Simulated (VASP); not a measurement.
# Mg2CdN2 (P-3m1) in VASP: single point with LDA

Aim: the single point of Mg2CdN2 with LDA.

Everything below comes from runs of VASP 6.6.1. Logs are shortened: lines on timing, memory, paths and dates and some standing lists are left out, and cuts for length are marked.

## 1. The cell of the first run

It takes space group P-3m1 (No. 164, trigonal). Conventional cell: a = 3.553 Å, b = 3.553 Å, c = 5.984 Å, α = 90.00°, β = 90.00°, γ = 120.00°. Within 2.8 Å of Mg (site symmetry 3m) lie 4 N at 2.10 to 2.28 Å and 3 Mg at 2.75 Å. Cd (site symmetry -3m) has 6 N at 2.62 Å and 6 Mg at 2.92 Å within 3.5 Å. Within 2.8 Å of N (site symmetry 3m) lie 4 Mg at 2.10 to 2.28 Å and 3 Cd at 2.62 Å.

## 2. Single point, LDA

Input file INCAR:

```
PREC     = Accurate       # precision mode
ENCUT    = 520            # plane-wave cutoff, eV
EDIFF    = 1E-6           # SCF threshold, eV
ISMEAR   = 0              # smearing method
SIGMA    = 0.03           # smearing width, eV
LREAL    = F              # projectors in reciprocal space
LASPH    = T              # aspherical terms in the spheres
NELM     = 80             # most SCF steps
ALGO     = Normal         # electronic algorithm
ISIF     = 2              # what is computed and relaxed
LWAVE    = F              # write WAVECAR
LCHARG   = T              # write CHGCAR
GGA      = CA             # functional
LELF     = T              # ELF
LVHAR    = T            
NBANDS   = 21             # bands
```

Input file KPOINTS:

```
Automatic mesh
0
Gamma
  12 12 6
```

Input file POSCAR:

```
Mg2CdN2
1.0
    3.5528825911      0.0000000000      0.0000000000
   -1.7764412955      3.0768865806      0.0000000000
    0.0000000000      0.0000000000      5.9838310064
Mg Cd N
2 1 2
Direct
    0.6666666667      0.3333333333      0.1534420000
    0.3333333333      0.6666666667      0.8465580000
    0.0000000000      0.0000000000      0.5000000000
    0.6666666667      0.3333333333      0.7722310000
    0.3333333333      0.6666666667      0.2277690000
```

Potentials or basis: VASP PAW LDA potentials, release 64 (Mg, Cd, N).

The run is started by

```console
> cat potpaw_LDA.64/Mg/POTCAR potpaw_LDA.64/Cd/POTCAR potpaw_LDA.64/N/POTCAR > POTCAR
> mpirun -np 1 vasp_std > vasp.out
```

OUTCAR:

```text
PREC = Accurate
   ENCUT = 520
   EDIFF = 1E-6
   ISMEAR = 0
   LREAL = F
   LASPH = T
   NELM = 80
   ISIF = 2
   GGA = CA

 ion  position               nearest neighbor table
   1  0.667  0.333  0.153-   5 2.10   5 2.10   5 2.10   4 2.28   2 2.75   2 2.75   2 2.75   3 2.92
                             3 2.92   3 2.92
   2  0.333  0.667  0.847-   4 2.10   4 2.10   4 2.10   5 2.28   1 2.75   1 2.75   1 2.75   3 2.92
                             3 2.92   3 2.92
   3  0.000  0.000  0.500-   4 2.62   5 2.62   4 2.62   5 2.62   4 2.62   5 2.62   1 2.92   2 2.92
                             2 2.92   1 2.92   1 2.92   2 2.92
   4  0.667  0.333  0.772-   2 2.10   2 2.10   2 2.10   1 2.28   3 2.62   3 2.62   3 2.62
   5  0.333  0.667  0.228-   1 2.10   1 2.10   1 2.10   2 2.28   3 2.62   3 2.62   3 2.62

  LATTYP: Found a hexagonal cell.
 ALAT       =     3.5528825911
 C/A-ratio  =     1.6842186177

  Lattice vectors:

 A1 = (   3.5528825911,   0.0000000000,   0.0000000000)
 A2 = (  -1.7764412955,   3.0768865806,   0.0000000000)
 A3 = (   0.0000000000,   0.0000000000,   5.9838310064)

Analysis of symmetry for initial positions (statically):
=====================================================================
 Subroutine PRICEL returns:
 Original cell was already a primitive cell.

 Routine SETGRP: Setting up the symmetry group for a
 hexagonal supercell.

 Subroutine GETGRP returns: Found 12 space group operations
 (whereof 12 operations were pure point group operations)
 out of a pool of 24 trial point group operations.

The static configuration has the point symmetry D_3d.

Analysis of symmetry for dynamics (positions and initial velocities):
=====================================================================
 Subroutine PRICEL returns:
 Original cell was already a primitive cell.

 Routine SETGRP: Setting up the symmetry group for a
 hexagonal supercell.

 Subroutine GETGRP returns: Found 12 space group operations
 (whereof 12 operations were pure point group operations)
 out of a pool of 24 trial point group operations.

The dynamic configuration has the point symmetry D_3d.

 Subroutine INISYM returns: Found 12 space group operations
 (whereof 12 operations are pure point group operations),
 and found     1 'primitive' translations

----------------------------------------------------------------------------------------

                                     Primitive cell

  volume of cell :      65.4141

  direct lattice vectors                    reciprocal lattice vectors
     3.552882591  0.000000000  0.000000000     0.281461595  0.162501927  0.000000000
    -1.776441295  3.076886581  0.000000000     0.000000000  0.325003855  0.000000000
     0.000000000  0.000000000  5.983831006     0.000000000  0.000000000  0.167117019

  length of vectors
     3.552882591  3.552882591  5.983831006     0.325003855  0.325003855  0.167117019

  position of ions in fractional coordinates (direct lattice)
     0.666666667  0.333333333  0.153442000
     0.333333333  0.666666667  0.846558000
     0.000000000  0.000000000  0.500000000
     0.666666667  0.333333333  0.772231000
     0.333333333  0.666666667  0.227769000

  ion indices of the primitive-cell ions
   primitive index   ion index
                 1           1
                 2           2
                 3           3
                 4           4
                 5           5

----------------------------------------------------------------------------------------

 KPOINTS: Automatic mesh

Automatic generation of k-mesh.
 Grid dimensions read from file:
 generate k-points for:   12   12    6

 Generating k-lattice:

  Cartesian coordinates                     Fractional coordinates (reciprocal lattice)
     0.023455133  0.013541827  0.000000000     0.083333333  0.000000000  0.000000000
     0.000000000  0.027083655  0.000000000     0.000000000  0.083333333  0.000000000
     0.000000000  0.000000000  0.027852837     0.000000000  0.000000000  0.166666667

  Length of vectors
     0.027083655  0.027083655  0.027852837

  Shift w.r.t. Gamma in fractional coordinates (k-lattice)
     0.000000000  0.000000000  0.000000000

 Subroutine IBZKPT returns following result:
 ===========================================

 Found    100 irreducible k-points:

 Following reciprocal coordinates:
            Coordinates               Weight
  0.000000  0.000000  0.000000      1.000000
  0.083333  0.000000  0.000000      6.000000
  0.166667  0.000000  0.000000      6.000000
  0.250000  0.000000  0.000000      6.000000
  0.333333 -0.000000  0.000000      6.000000
  0.416667  0.000000  0.000000      6.000000
[... 16 lines left out ...]
  0.166667  0.000000  0.166667      6.000000
  0.000000  0.166667  0.166667      6.000000
 [... further k-points ...]
   k-points           NKPTS =    100   k-points in BZ     NKDIM =    100   number of bands    NBANDS=     21
   number of dos      NEDOS =    301   number of ions     NIONS =      5
   total plane-waves  NPLWV =  37632
   dimension x,y,z NGX =    28 NGY =   28 NGZ =   48
   dimension x,y,z NGXF=    56 NGYF=   56 NGZF=   96
   ions per type =               2   1   2
   NGX,Y,Z   is equivalent  to a cutoff of  13.10, 13.10, 13.34 a.u.
   NGXF,Y,Z  is equivalent  to a cutoff of  26.20, 26.20, 26.67 a.u.
 SYSTEM =  unknown system
   PREC   = accura    normal or accurate (medium, high low for compatibility)
   ISTART =      0    job   : 0-new  1-cont  2-samecut
   ICHARG =      2    charge: 1-file 2-atom 10-const
   ISPIN  =      1    spin polarized calculation?
   LNONCOLLINEAR =      F non collinear calculations
   LSORBIT =      F    spin-orbit coupling
   LASPH  =      T    aspherical Exc in radial PAW
   ENCUT  =  520.0 eV  38.22 Ry    6.18 a.u.   6.61  6.61 11.13*2*pi/ulx,y,z
   NELM   =     80;   NELMIN=  2; NELMDL= -5     # of ELM steps
   EDIFF  = 0.1E-05   stopping-criterion for ELM
   LREAL  =      F    real-space projection
   EDIFFG = 0.1E-04   stopping-criterion for IOM
   NSW    =      0    number of steps for IOM
   IBRION =     -1    ionic relax: 0-MD 1-quasi-New 2-CG
   NFREE  =      0    steps in history (QN), initial steepest desc. (CG)
   ISIF   =      2    stress and relaxation
   ISYM   =      2    0-nonsym 1-usesym 2-fastsym
   POTIM  = 0.5000    time-step for ionic-motion
   TEBEG  =    0.0;   TEEND  =   0.0 temperature during run
   PSTRESS=    0.0 pullay stress
   NELECT =      26.0000    total number of electrons
   NUPDOWN=      -1.0000    fix difference up-down
   EMIN   =  10.00;   EMAX   =-10.00  energy-range for DOS
   EFERMI =   0.00;   METHOD = LEGACY
   ISMEAR =     0;   SIGMA  =   0.03  broadening in eV -4-tet -1-fermi 0-gaus
   EFERMI_NEDOS =   21; number of points for ismear=-14 and -15
   IALGO  =     38    algorithm
   IMIX   =      4    mixing-type and parameters
     AMIX     =   0.40;   BMIX     =  1.00
     AMIX_MAG =   1.60;   BMIX_MAG =  1.00
  volume/ion in A,a.u.               =      13.08        88.29
  Fermi-wavevector in a.u.,A,eV,Ry     =   1.203674  2.274613 19.712530  1.448830
  Thomas-Fermi vector in A             =   2.339420
   LORBIT       =      0    0 simple, 1 ext, 2 COOP (PROOUT), +10 PAW based schemes
   GGA     = CA    functional components
   LHFCALC =     F    Hartree Fock is set to
   AEXX    =    0.0000 exact exchange contribution
   IVDW    =     0    specifies the selected vdW correction
   LEPSILON=     F    determine dielectric tensor
   LRPA    =     F    only Hartree local field effects (RPA)
 non-spin polarized calculation
 Gauss-broadening in eV      SIGMA  =   0.03
  energy-cutoff  :      520.00
  volume of cell :       65.41
 maximum number of plane-waves:      1798
 NGX is ok and might be reduce to    28
   NGX = 13   NGY = 13   NGZ = 23

 number of electron      26.0000004 magnetization

 Free energy of the ion-electron system (eV)
  ---------------------------------------------------
  ext. energy  EPLUGINS =         0.00000000
  ---------------------------------------------------
  free energy    TOTEN  =       -25.21639171 eV

  energy without entropy =      -25.21639171  energy(sigma->0) =      -25.21639171

 E-fermi :   2.6957     XC(G=0): -11.0062

 val. band max:        2.5523745703   @ k =   0.1667   0.0833   0.0000
 cond. band min:       2.8925157743   @ k =   0.0000   0.0000   0.0000
 fundamental gap:      0.3401412040
 Fermi energy:         2.6957263231

 k-point     1 :       0.0000    0.0000    0.0000
  band No.  band energies     occupation
      1     -10.4916      2.00000
      2      -9.4058      2.00000
      3      -5.1461      2.00000
      4      -5.0005      2.00000
      5      -5.0005      2.00000
      6      -4.8255      2.00000
[... 13 lines left out ...]
     20      14.2163      0.00000
     21      14.2163      0.00000

 k-point     2 :       0.0833    0.0000    0.0000
  band No.  band energies     occupation
      1     -10.4358      2.00000
      2      -9.3910      2.00000
      3      -5.1224      2.00000
      4      -5.0057      2.00000
      5      -4.9747      2.00000
      6      -4.8338      2.00000
[... 13 lines left out ...]
     20      13.6743      0.00000
     21      13.8998      0.00000

 k-point     3 :       0.1667    0.0000    0.0000
  band No.  band energies     occupation
      1     -10.2765      2.00000
      2      -9.3516      2.00000
      3      -5.0896      2.00000
      4      -5.0003      2.00000
      5      -4.9030      2.00000
      6      -4.8561      2.00000
[... 13 lines left out ...]
     20      12.6667      0.00000
     21      13.1367      0.00000
[... 457 lines left out ...]
 k-point    23 :       0.1667    0.0000    0.1667
  band No.  band energies     occupation
      1     -10.2314      2.00000
      2      -9.4112      2.00000
      3      -5.0956      2.00000
      4      -4.9943      2.00000
      5      -4.9030      2.00000
      6      -4.8571      2.00000
[... 13 lines left out ...]
     20      12.5163      0.00000
     21      13.0341      0.00000

 k-point    24 :       0.0000    0.1667    0.1667
  band No.  band energies     occupation
      1     -10.2237      2.00000
      2      -9.4246      2.00000
      3      -5.0771      2.00000
      4      -5.0047      2.00000
      5      -4.9026      2.00000
      6      -4.8562      2.00000
[... 13 lines left out ...]
     20      12.7541      0.00000
     21      13.1397      0.00000

 [... further k-points ...]

------------------------ aborting loop because EDIFF is reached ----------------------------------------

  FORCE on cell =-STRESS in cart. coord.  units (eV):
  Direction    XX          YY          ZZ          XY          YZ          ZX
  --------------------------------------------------------------------------------------
  -------------------------------------------------------------------------------------
  Total       -3.4692249     -3.4692249     -3.5789538     -0.0000000     -0.0000000      0.0000000
  in kB      -84.9711263    -84.9711263    -87.6586974     -0.0000000     -0.0000000      0.0000000
  external PRESSURE =     -85.8669833 kB  Pullay stress =       0.0000000 kB

 VOLUME and BASIS-vectors are now :
 -----------------------------------------------------------------------------
  energy-cutoff  :      520.00
  volume of cell :       65.41
      direct lattice vectors                 reciprocal lattice vectors
     3.552882591  0.000000000  0.000000000     0.281461595  0.162501927  0.000000000
    -1.776441295  3.076886581  0.000000000     0.000000000  0.325003855  0.000000000
     0.000000000  0.000000000  5.983831006     0.000000000  0.000000000  0.167117019

 POSITION                                       TOTAL-FORCE (eV/Angst)
 -----------------------------------------------------------------------------------
      1.77644      1.02563      0.91817        -0.000000     -0.000000      0.087400
     -0.00000      2.05126      5.06566        -0.000000      0.000000     -0.087400
      0.00000      0.00000      2.99192        -0.000000      0.000000      0.000000
      1.77644      1.02563      4.62090        -0.000000      0.000000     -0.021587
     -0.00000      2.05126      1.36293         0.000000     -0.000000      0.021587
 -----------------------------------------------------------------------------------
    total drift:                                0.000000     -0.000000      0.000000

  FREE ENERGIE OF THE ION-ELECTRON SYSTEM (eV)
  ---------------------------------------------------
  free  energy   TOTEN  =       -25.2163917075 eV

  energy  without entropy=      -25.2163917075  energy(sigma->0) =      -25.21639171
```

It took 1.8 min on 1 thread of Intel Xeon 6975P-C, shared host; peak memory 0.27 GiB.

Results:

```
Free energy            : -25.2164 eV
Pressure               : -8.6 GPa
Largest force          : 0.087 eV/Å
Band gap on the k mesh : 0.34 eV, indirect (least direct gap 0.71 eV)
```

Forces in eV/Å, atoms in the order of the input:
```
Mg   0.000  0.000  0.087
Mg   0.000  0.000 -0.087
Cd   0.000  0.000  0.000
N    0.000  0.000 -0.022
N    0.000  0.000  0.022
```

A k mesh can miss the band edges.
